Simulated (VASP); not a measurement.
# CoO (I4/mmm) in VASP: single point with PBE

Aim: the single point of CoO with PBE.

All numbers are computed with VASP 6.6.1; they aren't measurements. Logs are shortened: lines on timing, memory, paths and dates and some standing lists are left out, and cuts for length are marked.

## Step 1: The cell of the first run

Symmetry: I4/mmm, No. 139, tetragonal system. Conventional cell: a = 3.056 Å, b = 3.056 Å, c = 4.270 Å, α = 90.00°, β = 90.00°, γ = 90.00°. Co (site symmetry 4/mmm) has 6 O at 2.13 to 2.16 Å within 2.8 Å. Within 2.8 Å of O (site symmetry 4/mmm) lie 6 Co at 2.13 to 2.16 Å.

## Step 2: Single point, PBE, collinear spin, ferromagnetic start (9.97 Å³/atom)

The input, INCAR:

```
  ALGO = Normal
  EDIFF = 1E-7
  ENCUT = 520
  GGA = PE
  ISIF = 2
  ISMEAR = -1
  ISPIN = 2
  ISYM = 0
  LASPH = True
  LCHARG = False
  LMAXMIX = 4
  LORBIT = 11
  LREAL = False
  LWAVE = False
  MAGMOM = 2 0
  NBANDS = 18
  NELM = 150
  PREC = Accurate
  SIGMA = 0.03
```

The input, KPOINTS:

```
k-points
0
Gamma
  13 13 15
```

The input, POSCAR:

```
CoO
1.0
   -1.5278445359      1.5278445359      2.1349801080
    1.5278445359     -1.5278445359      2.1349801080
    1.5278445359      1.5278445359     -2.1349801080
Co O
1 1
Direct
    0.0000000000      0.0000000000      0.0000000000
    0.5000000000      0.5000000000      0.0000000000
```

Potentials or basis: VASP PAW PBE potentials, release 64 (Co, O).

Started as:

```sh
> cat potpaw_PBE.64/Co/POTCAR potpaw_PBE.64/O/POTCAR > POTCAR
> mpirun -np 1 vasp_std > vasp.out
```

OUTCAR:

```text
EDIFF = 1E-7
   ENCUT = 520
   GGA = PE
   ISIF = 2
   ISMEAR = -1
   ISPIN = 2
   ISYM = 0
   LASPH = True
   LORBIT = 11
   LREAL = False
   NELM = 150
   PREC = Accurate

 ion  position               nearest neighbor table
   1  0.000  0.000  0.000-   2 2.13   2 2.13   2 2.16   2 2.16   2 2.16   2 2.16
   2  0.500  0.500  0.000-   1 2.13   1 2.13   1 2.16   1 2.16   1 2.16   1 2.16

IMPORTANT INFORMATION: All symmetrisations will be switched off!
NOSYMM: (Re-)initialisation of all symmetry stuff for point group C_1.

----------------------------------------------------------------------------------------

                                     Primitive cell

  volume of cell :      19.9348

  direct lattice vectors                    reciprocal lattice vectors
    -1.527844536  1.527844536  2.134980108     0.000000000  0.327258427  0.234194219
     1.527844536 -1.527844536  2.134980108     0.327258427  0.000000000  0.234194219
     1.527844536  1.527844536 -2.134980108     0.327258427  0.327258427  0.000000000

  length of vectors
     3.037557886  3.037557886  3.037557886     0.402423919  0.402423919  0.462813306

  position of ions in fractional coordinates (direct lattice)
     0.000000000  0.000000000  0.000000000
     0.500000000  0.500000000  0.000000000

  ion indices of the primitive-cell ions
   primitive index   ion index
                 1           1
                 2           2

----------------------------------------------------------------------------------------

 KPOINTS: k-points

Automatic generation of k-mesh.
 Grid dimensions read from file:
 generate k-points for:   13   13   15

 Generating k-lattice:

  Cartesian coordinates                     Fractional coordinates (reciprocal lattice)
     0.000000000  0.025173725  0.018014940     0.076923077  0.000000000  0.000000000
     0.025173725  0.000000000  0.018014940     0.000000000  0.076923077  0.000000000
     0.021817228  0.021817228  0.000000000     0.000000000  0.000000000  0.066666667

  Length of vectors
     0.030955686  0.030955686  0.030854220

  Shift w.r.t. Gamma in fractional coordinates (k-lattice)
     0.000000000  0.000000000  0.000000000

 -----------------------------------------------------------------------------
|                                                                             |
|           W    W    AA    RRRRR   N    N  II  N    N   GGGG   !!!           |
|           W    W   A  A   R    R  NN   N  II  NN   N  G    G  !!!           |
|           W    W  A    A  R    R  N N  N  II  N N  N  G       !!!           |
|           W WW W  AAAAAA  RRRRR   N  N N  II  N  N N  G  GGG   !            |
|           WW  WW  A    A  R   R   N   NN  II  N   NN  G    G                |
|           W    W  A    A  R    R  N    N  II  N    N   GGGG   !!!           |
|                                                                             |
|     Your reciprocal lattice and k-lattice belong to different lattice       |
[... 87 lines left out ...]
   GGA     = PE    functional components
   LHFCALC =     F    Hartree Fock is set to
   AEXX    =    0.0000 exact exchange contribution
   IVDW    =     0    specifies the selected vdW correction
   LEPSILON=     F    determine dielectric tensor
   LRPA    =     F    only Hartree local field effects (RPA)
 spin polarized calculation
  energy-cutoff  :      520.00
  volume of cell :       19.93
 maximum number of plane-waves:       550
   NGX = 11   NGY = 11   NGZ = 11

 number of electron      15.0000005 magnetization       2.9755145

 Free energy of the ion-electron system (eV)
  ---------------------------------------------------
  ext. energy  EPLUGINS =         0.00000000
  ---------------------------------------------------
  free energy    TOTEN  =       -13.03527331 eV

  energy without entropy =      -13.02310024  energy(sigma->0) =      -13.02918677

 E-fermi :   7.4682     XC(G=0): -12.2310

 val. band max:        7.4681470558   @ k =  -0.3846  -0.0769   0.4000
 cond. band min:       7.4685948786   @ k =  -0.4615   0.2308   0.0000
 fundamental gap:      0.0004478227
 Fermi energy:         7.4681932320

 spin component 1

 k-point     1 :       0.0000    0.0000    0.0000
  band No.  band energies     occupation
      1     -12.4346      1.00000
      2       4.1906      1.00000
      3       4.2099      1.00000
      4       4.3697      1.00000
      5       4.3705      1.00000
      6       4.4644      1.00000
[... 493 lines left out ...]
     17      34.9122      0.00000
     18      36.0002      0.00000

 [... further k-points ...]

 spin component 2

 k-point     1 :       0.0000    0.0000    0.0000
  band No.  band energies     occupation
      1     -11.9048      1.00000
      2       5.0427      1.00000
      3       5.0996      1.00000
      4       5.0998      1.00000
      5       6.4266      1.00000
      6       6.4268      1.00000
[... 493 lines left out ...]
     17      35.4646      0.00000
     18      36.5527      0.00000

 [... further k-points ...]
[... 5 lines left out ...]
  --------------------------------------------------------------------------------------
  -------------------------------------------------------------------------------------
  Total       -0.8340285     -0.8340239     -0.8497980      0.0008744      0.0007523      0.0007498
  in kB      -67.0315578    -67.0311881    -68.2989657      0.0702751      0.0604643      0.0602625
  external PRESSURE =     -67.4539039 kB  Pullay stress =       0.0000000 kB

 VOLUME and BASIS-vectors are now :
 -----------------------------------------------------------------------------
  energy-cutoff  :      520.00
  volume of cell :       19.93
      direct lattice vectors                 reciprocal lattice vectors
    -1.527844536  1.527844536  2.134980108     0.000000000  0.327258427  0.234194219
     1.527844536 -1.527844536  2.134980108     0.327258427  0.000000000  0.234194219
     1.527844536  1.527844536 -2.134980108     0.327258427  0.327258427  0.000000000

 POSITION                                       TOTAL-FORCE (eV/Angst)
 -----------------------------------------------------------------------------------
      0.00000      0.00000      0.00000        -0.000000     -0.000000      0.000000
      0.00000      0.00000      2.13498         0.000000      0.000000     -0.000000
 -----------------------------------------------------------------------------------
    total drift:                                0.000000     -0.000000     -0.000000

  FREE ENERGIE OF THE ION-ELECTRON SYSTEM (eV)
  ---------------------------------------------------
  free  energy   TOTEN  =       -13.0352733056 eV

  energy  without entropy=      -13.0231002402  energy(sigma->0) =      -13.02918677

 total charge

# of ion       s       p       d       tot
------------------------------------------
    1        0.286   0.336   7.118   7.741
    2        1.556   3.410   0.000   4.966
--------------------------------------------------
tot          1.842   3.747   7.118  12.707

 magnetization (x)

# of ion       s       p       d       tot
------------------------------------------
    1        0.020   0.017   2.568   2.605
    2        0.028   0.289   0.000   0.316
--------------------------------------------------
tot          0.048   0.305   2.568   2.922
```

stdout:

```text
POSCAR found type information on POSCAR CoO
 POSCAR found :  2 types and       2 ions
 scaLAPACK will be used
 LDA part: xc-table for (Slater+PW92), standard interpolation
 -----------------------------------------------------------------------------
|                                                                             |
|           W    W    AA    RRRRR   N    N  II  N    N   GGGG   !!!           |
|           W    W   A  A   R    R  NN   N  II  NN   N  G    G  !!!           |
|           W    W  A    A  R    R  N N  N  II  N N  N  G       !!!           |
|           W WW W  AAAAAA  RRRRR   N  N N  II  N  N N  G  GGG   !            |
|           WW  WW  A    A  R   R   N   NN  II  N   NN  G    G                |
|           W    W  A    A  R    R  N    N  II  N    N   GGGG   !!!           |
|                                                                             |
|     Your reciprocal lattice and k-lattice belong to different lattice       |
|     classes:                                                                |
|                                                                             |
|        The reciprocal lattice is body-centered tetragonal,                  |
|        whereas your k-lattice is base-centered monoclinic.                  |
|                                                                             |
|     Results are often still useful ...                                      |
|                                                                             |
 -----------------------------------------------------------------------------

 POSCAR, INCAR and KPOINTS ok, starting setup
 FFT: planning ... GRIDC
 FFT: planning ... GRID_SOFT
 FFT: planning ... GRID
 WAVECAR not read
 entering main loop
```

It took 38 min on 1 thread of Oxide Virtual Turin-like, shared host; peak memory 0.69 GiB.

What came out:

* Free energy: -13.0353 eV
* Pressure: -6.7 GPa
* Band gap on the k mesh: zero (filled and empty bands overlap)
* Net moment: 2.98 μB per cell
* Site moments: Co +2.60; O +0.32 μB
* Valence electrons inside the program's atomic spheres: Co 7.74; O 4.97

Caveat: the cell stands under tension; a cell with one magnetic atom can't hold antiferromagnetic order, which such compounds often take; semilocal functionals often make such compounds metallic where correlation or magnetic order opens a gap, which also shifts bond lengths. With open d or f shells a metallic result of PBE can be an artefact of self-interaction; +U or a hybrid may open a gap.
